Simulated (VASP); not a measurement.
Write the native input for VASP 6.6.1 that does the following.

| Property | Result |
| --- | --- |
| Task | relaxation of shape and atoms at fixed volume |
| Functional | PBE |
| Dispersion | D3(BJ) |
| Potentials or basis | VASP PAW PBE potentials, release 64 (C) |
| Cutoff | 600 eV |
| k mesh | 18 × 18 × 2 |
| Occupations | gaussian, width 0.1 eV |
| Spin | no spin polarisation |
| Dipole correction | no |
| Further INCAR settings | ALGO = Normal; EDIFF = 1e-06; IBRION = 2; EDIFFG = -0.01; NSW = 50; ISIF = 4 |

The structure of C lies in POSCAR:

```
C
1.0
    2.4892904081      0.0000000000      0.0000000000
   -1.2446452041      2.1557887308      0.0000000000
    0.0000000000      0.0000000000     20.8101282892
C
12
Direct
    0.6666666667      0.3333333333      0.9519899859
    0.6666666667      0.3333333333      0.4520101788
    0.6666666667      0.3333333333      0.7793231513
    0.6666666667      0.3333333333      0.2793433441
    0.0000000000      0.0000000000      0.6156666650
    0.3333333333      0.6666666667      0.2793231513
    0.0000000000      0.0000000000      0.1156666650
    0.6666666667      0.3333333333      0.6156666650
    0.3333333333      0.6666666667      0.7793433441
    0.3333333333      0.6666666667      0.1156666650
    0.3333333333      0.6666666667      0.4519899859
    0.3333333333      0.6666666667      0.9520101788
```

The input as run:

INCAR

```
SYSTEM = C
ALGO = Normal
EDIFF = 1E-6
EDIFFG = -0.01
ENCUT = 600
GGA = PE
IBRION = 2
ISIF = 4
ISMEAR = 0
IVDW = 12
LASPH = .True.
LCHARG = .False.
LREAL = .False.
LWAVE = .False.
NELM = 80
NSW = 50
PREC = Accurate
SIGMA = 0.1
```

KPOINTS

```
k-points
0
Gamma
  18 18 2
  0 0 0
```

Potentials or basis: VASP PAW PBE potentials, release 64 (C).

Run with:

```sh
$ cat potpaw_PBE.64/C/POTCAR > POTCAR
$ mpirun -np 1 vasp_std > vasp.out
```

It gave:

```yaml
Energy_gained_by_relaxing: 5.8 meV/atom
Ionic_steps: 3
Pressure_after_relaxing: -1.0 GPa
Band_gap_on_the_k_mesh: zero (filled and empty bands touch)
Dispersion_energy_per_atom: -0.147 eV
```

It took 4.3 min on 1 thread of Intel(R) Xeon(R) 6975P-C (Granite Rapids), with other jobs on the host, peak memory 0.38 GiB.
